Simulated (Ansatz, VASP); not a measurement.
As: VASP beside Ansatz

```
As
1.0
    -6.01925    6.42795    1.47421
     6.42795   -6.01925    1.47421
     2.61288    2.61288   -0.72568
As
2
Cartesian
  -5.0857 5.4943 1.4742
  -2.5346 5.5562 1.1114
```

Alike in both runs: task single point; functional BLYP; k mesh 12 × 12 × 10; occupations fermi-dirac, width 0.1 eV; no spin polarisation.

|  | VASP | Ansatz |
| --- | --- | --- |
| version | VASP 6.6.1 | Ansatz 0.2.0 |
| potentials or method | VASP PAW PBE potentials, release 64 (As), cutoff 520 eV | plane waves (420 eV) with PAW, scalar-relativistic |
| valence electrons in the cell | 10 | 30 |

```csv
,VASP,Ansatz,Ansatz less VASP
pressure (GPa),-1.7,-1.8,-0.13
"traceless stress, the component that is largest in VASP (GPa)",-0.38,-0.34,+0.040
```

VASP's potentials were made for PBE, not for BLYP. The functional is the same, so the differences come from potentials, cutoffs and numerics. VASP's potentials hold 10 valence electrons a cell and Ansatz's 30, so a difference there can come from the potentials and not from the codes. Ansatz's warnings: xc potential rough in thin density.
